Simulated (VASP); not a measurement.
Here is a VASP 6.6.1 calculation.

The input POSCAR:

```
C
1.0
    1.2082160057      0.6975638362      3.4576682195
   -1.2082160057      0.6975638362      3.4576682195
    0.0000000000     -1.3951276723      3.4576682195
C
2
Direct
    0.1640000000      0.1640000000      0.1640000000
    0.8360000000      0.8360000000      0.8360000000
```

File INCAR.step1:

```
SYSTEM = C
PREC = Accurate ; ENCUT = 520
ISMEAR = 0 ; SIGMA = 0.05
LREAL = .FALSE. ; LASPH = .TRUE.
NELM = 80 ; NBANDS = 11
GGA = PE ; ALGO = Normal
EDIFF = 1E-4 ; LWAVE = .TRUE.
LCHARG = .FALSE.
```

The input INCAR.step2:

```
SYSTEM = C
PREC = Accurate ; ENCUT = 520
EDIFF = 1E-6 ; ISMEAR = 0
SIGMA = 0.05 ; LREAL = .FALSE.
LASPH = .TRUE. ; NELM = 80
ALGO = Normal ; ISIF = 2
LWAVE = .FALSE. ; LCHARG = .FALSE.
METAGGA = R2SCAN ; LMIXTAU = .TRUE.
NBANDS = 11 ; ISTART = 1
```

File KPOINTS:

```
Automatic mesh
0
G
  12 12 12
  0 0 0
```

Potentials or basis: VASP PAW PBE potentials, release 64 (C).

Run with:

```sh
$ cat potpaw_PBE.64/C/POTCAR > POTCAR
$ cp INCAR.step1 INCAR
$ mpirun -np 1 vasp_std > vasp.out
$ cp INCAR.step2 INCAR
$ mpirun -np 1 vasp_std > vasp.out
```

Task: What does it give for the band gap on the k mesh?

Result: 0.65 eV, direct.

Task: Predict the largest force.

Result: 0.930 eV/Å.

Task: Predict the pressure.

Result: 15.0 GPa.

Stress tensor (GPa, compression positive):
```
22.73  0.00  0.00
 0.00 22.73  0.00
 0.00  0.00 -0.46
```

Caveat: the PAW data sets were made with another functional, which shifts forces and pressure a little. A k mesh can miss the band edges.
